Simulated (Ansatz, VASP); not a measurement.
**BaTiO3: VASP beside Ansatz**

Contents of INCAR:

```
SYSTEM = BaTiO3
PREC = Accurate
ENCUT = 910
EDIFF = 1E-6
ISMEAR = 0
SIGMA = 0.02
LREAL = .FALSE.
LASPH = .TRUE.
NELM = 120
ALGO = Normal
ISIF = 2
LWAVE = .FALSE.
LCHARG = .FALSE.
GGA = PE
NBANDS = 28
GGA_COMPAT = .FALSE.
```

KPOINTS

```
regular mesh
0
G
  6 6 6
  0 0 0
```

File POSCAR:

```
BaTiO3
1.0
    2.8276681575      1.6325549719      2.3177316080
   -2.8276681575      1.6325549719      2.3177316080
    0.0000000000     -3.2651099438      2.3177316080
Ba Ti O
1 1 3
Direct
    0.0000000000      0.0000000000      0.0000000000
    0.5140000000      0.5140000000      0.5140000000
    0.4916000000      0.4916000000      0.9815000000
    0.4916000000      0.9815000000      0.4916000000
    0.9815000000      0.4916000000      0.4916000000
```

Input for Ansatz:

```yaml
crystal:
  lattice:
    - [2.8276681575, 1.6325549719, 2.317731608]
    - [-2.8276681575, 1.6325549719, 2.317731608]
    - [0.0, -3.2651099438, 2.317731608]
  atoms:
    - { symbol: Ba, position: [0.0, 0.0, 0.0] }
    - { symbol: Ti, position: [0.514, 0.514, 0.514] }
    - { symbol: O, position: [0.4916, 0.4916, 0.9815] }
    - { symbol: O, position: [0.4916, 0.9815, 0.4916] }
    - { symbol: O, position: [0.9815, 0.4916, 0.4916] }
basis:
  ecutwfc: 420
kpoints:
  mp_grid: { grid: [6, 6, 6] }
hamiltonian:
  xc: pbe
scf:
  occupations: { method: gaussian, width: 0.02 }
output:
  forces: true
  stress: true
  eigenvalues: true
  populations: true
  write_density: true
  write_potential: true
  elf: true
  volumetric_format: npy
```

Alike in both runs: task single point; functional PBE; k mesh 6 × 6 × 6; occupations gaussian, width 0.02 eV; no spin polarisation.

```csv
,VASP,Ansatz
version,VASP 6.6.1,Ansatz 0.2.0
potentials or method,"VASP PAW PBE potentials, release 64 (Ba_sv, Ti_sv, O_h), cutoff 910 eV","scalar-relativistic, plane waves, PAW"
valence electrons in the cell,40,40
```

|  | VASP | Ansatz | Ansatz less VASP |
| --- | --- | --- | --- |
| gap on the k mesh at the Fermi level (eV) | 2.36 | 2.41 | +0.050 |
| least direct gap on the mesh (eV) | 2.74 | 2.75 | +0.012 |
| rms of the force components (eV/Å) | 0.094 | 0.086 | -0.0078 |

Atom by atom the forces differ by 0.016 eV/Å (rms over components). The functional is the same, so the differences come from potentials, cutoffs and numerics.

Spin-orbit coupling is off throughout. Noted on VASP's run: the cutoff is short for stress, so the pressure is rough.
